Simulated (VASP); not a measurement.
Input of a VASP 6.6.1 run:

INCAR

```
  ALGO = Normal
  EDIFF = 1E-6
  ENCUT = 600
  GGA = PE
  GGA_COMPAT = False
  ISIF = 2
  ISMEAR = 0
  LASPH = True
  LCHARG = False
  LREAL = False
  LWAVE = False
  NBANDS = 16
  NELM = 120
  PREC = Accurate
  SIGMA = 0.01
```

Contents of KPOINTS:

```
k-points
0
Gamma
  12 12 6
```

The input POSCAR:

```
BN
1.0
    2.4709454634      0.0000000000      0.0000000000
   -1.2354727317      2.1399015387      0.0000000000
    0.0000000000      0.0000000000      4.0912854892
B N
2 2
Direct
    0.6666666667      0.3333333333      0.0000000000
    0.3333333333      0.6666666667      0.5000000000
    0.6666666667      0.3333333333      0.3750000000
    0.3333333333      0.6666666667      0.8750000000
```

Potentials or basis: VASP PAW PBE potentials, release 64 (B, N).

The run is started by

```console
$ cat potpaw_PBE.64/B/POTCAR potpaw_PBE.64/N/POTCAR > POTCAR
$ mpirun -np 1 vasp_std > vasp.out
```

(1) Predict the band gap on the k mesh.

(2) Predict the pressure.

Answers

(1) 5.06 eV, indirect (least direct gap 8.72 eV).

(2) 44.2 GPa.
